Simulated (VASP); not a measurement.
# MgI2: single point with PBE

The system is MgI2.

```xyz
3
Lattice="4.1122 0.0000 0.0000 -2.0561 3.5613 0.0000 0.0000 0.0000 6.8338" Properties=species:S:1:pos:R:3 pbc="T T T"
I     2.0561    1.1871    5.1254
I     0.0000    2.3742    1.7085
Mg    0.0000    0.0000    0.0000
```

| Quantity | Value |
| --- | --- |
| Program | VASP 6.6.1 |
| Task | single point |
| Functional | PBE |
| Potentials or basis | VASP PAW PBE potentials, release 64 (I, Mg) |
| Cutoff | 520 eV |
| k mesh | 8 × 8 × 4 |
| Occupations | fermi-dirac, width 0.05 eV |
| Spin | no spin polarisation |
| Dipole correction | no |
| Further INCAR settings | ALGO = Normal; EDIFF = 1e-06; NBANDS = 15 |

The pressure is 1.2 GPa. The largest force is 0.168 eV/Å and the band gap on the k mesh is 3.50 eV (least direct gap 3.71 eV).

Forces on the atoms (eV/Å):
```
I    0.000  0.000  0.168
I    0.000  0.000 -0.168
Mg   0.000  0.000  0.000
```

Stress tensor (GPa, compression positive):
```
1.44 0.00 0.00
0.00 1.44 0.00
0.00 0.00 0.86
```

Levels at points of the mesh, in eV from the valence-band top:
| k point | band 4 | band 5 | band 6 | band 7 | band 8 | band 9 | band 10 | band 11 | band 12 | band 13 |
| --- | --- | --- | --- | --- | --- | --- | --- | --- | --- | --- |
| (0.00, 0.00, 0.00) | -0.38 | -0.38 | -0.02 | 0.00 | 0.00 | 3.71 | 4.86 | 6.81 | 6.81 | 7.40 |
| (0.50, 0.00, 0.00) | -2.84 | -2.00 | -1.34 | -1.00 | -0.42 | 3.66 | 5.29 | 5.36 | 6.87 | 7.82 |
| (0.00, 0.00, 0.50) | -1.64 | -0.25 | -0.25 | -0.13 | -0.13 | 4.78 | 4.95 | 6.61 | 6.61 | 7.77 |
| (0.50, 0.00, 0.50) | -3.29 | -1.15 | -1.12 | -0.87 | -0.72 | 3.50 | 5.09 | 5.60 | 5.96 | 7.72 |

Wall time 47 s on 1 thread of AMD EPYC 7R43 64-Core Processor (Zen 3), with other jobs on the host, peak memory 0.21 GiB.

Caveat: spin-orbit coupling is left out, which moves the levels of the heavy elements; this functional lacks dispersion, which binds the layers, so the pressure and a relaxed spacing across them are unreliable. A k mesh can miss the band edges.
